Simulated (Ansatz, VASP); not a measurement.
# One calculation of AlN, two programs

Contents of INCAR:

```
SYSTEM = AlN
PREC     = Accurate       ! precision mode
ENCUT    = 520            ! plane-wave cutoff, eV
EDIFF    = 1E-7           ! SCF threshold, eV
ISMEAR   = -1             ! smearing method
SIGMA    = 0.02           ! smearing width, eV
LREAL    = .FALSE.        ! projectors in reciprocal space
LASPH    = .TRUE.         ! aspherical terms in the spheres
NELM     = 100            ! most SCF steps
ALGO     = Normal         ! electronic algorithm
ISIF     = 2              ! what is computed and relaxed
LWAVE    = .FALSE.        ! write WAVECAR
LCHARG   = .FALSE.        ! write CHGCAR
GGA      = PE             ! functional
NBANDS   = 11             ! bands
```

The input KPOINTS:

```
Automatic mesh
0
G
  10 10 10
  0 0 0
```

The input POSCAR:

```
AlN
1.0
    0.0000000000      2.2722714690      2.0830640326
    2.2722714690      0.0000000000      2.0830640326
    2.2722714690      2.2722714690      0.0000000000
Al N
1 1
Direct
    0.0000000000      0.0000000000      0.0000000000
    0.2500000000      0.2500000000      0.2500000000
```

Input for Ansatz:

```yaml
crystal:
  lattice:
    - [0.0, 2.272271469, 2.0830640326]
    - [2.272271469, 0.0, 2.0830640326]
    - [2.272271469, 2.272271469, 0.0]
  atoms:
    - { symbol: Al, position: [0.0, 0.0, 0.0] }
    - { symbol: "N", position: [0.25, 0.25, 0.25] }
kpoints:
  mp_grid: { grid: [10, 10, 10] }
  band_path:
    path:
      - [0.0, 0.0, 0.0]
      - [-0.5, -0.5, 0.0]
      - [-0.375, -0.375, 0.25]
      - [-0.375, 0.0, 0.375]
      - [0.0, 0.0, 0.5]
      - [-0.5, -0.25, 0.25]
    npoints: 1
hamiltonian:
  xc: pbe
scf:
  occupations: { method: fermi_dirac, width: 0.02 }
  n_extra_bands: 4
output:
  forces: true
  stress: true
  eigenvalues: true
```

Change from the starting cell: epitaxial_xy strain +4.0%.

Alike in both runs: task single point; functional PBE; k mesh 10 × 10 × 10; occupations fermi-dirac, width 0.02 eV; no spin polarisation.

```csv
,VASP,Ansatz
version,VASP 6.6.1,Ansatz 0.2.0
potentials or method,"VASP PAW PBE potentials, release 64 (Al, N)","plane waves, PAW"
plane-wave cutoff (eV),520,420
valence electrons in the cell,8,8
```

Ansatz gave:

```
gap on the k mesh at the Fermi level (eV)                     : 2.92
pressure (GPa)                                                : -2.1
traceless stress, the component that is largest in VASP (GPa) : 5.90
```

What did VASP give for the same quantities?

gap on the k mesh at the Fermi level (eV): 2.91; pressure (GPa): -2.4; traceless stress, the component that is largest in VASP (GPa): 5.95.

With one functional, cell and mesh, what is left measures potentials, basis and numerics.
